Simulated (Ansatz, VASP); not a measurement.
## One calculation of SnO2, two programs

```xyz
6
Lattice="4.7553 0.0000 0.0000 0.0000 4.7553 0.0000 0.0000 0.0000 3.2380" Properties=species:S:1:pos:R:3 pbc="T T T"
Sn    0.0000    0.0000    0.0000
Sn    2.3776    2.3776    1.6190
O     1.4580    1.4580    0.0000
O     0.9196    3.8356    1.6190
O     3.2973    3.2973    0.0000
O     3.8356    0.9196    1.6190
```

Change from the starting cell: strain -0.0150 x Voigt [1, 1, 0, 0, 0, 0], atoms carried along.

Alike in both runs: task single point; functional PBE; k mesh 6 × 6 × 8; occupations gaussian, width 0.05 eV; no spin polarisation.

|  | VASP | Ansatz |
| --- | --- | --- |
| version | VASP 6.6.1 | Ansatz 0.2.0 |
| potentials or method | VASP PAW PBE potentials, release 64 (Sn_d, O), cutoff 520 eV | scalar-relativistic, plane waves, PAW |
| valence electrons in the cell | 52 | 52 |

```csv
,VASP,Ansatz,Ansatz less VASP
gap on the k mesh at the Fermi level (eV),0.95,0.96,+0.010
least direct gap on the mesh (eV),0.95,0.96,+0.010
pressure (GPa),6.0,5.3,-0.66
"traceless stress, the component that is largest in VASP (GPa)",-0.76,-0.96,-0.194
rms of the force components (eV/Å),0.036,0.030,-0.0063
```

Atom by atom the forces differ by 0.006 eV/Å (rms over components). With one functional, cell and mesh, what is left measures potentials, basis and numerics.
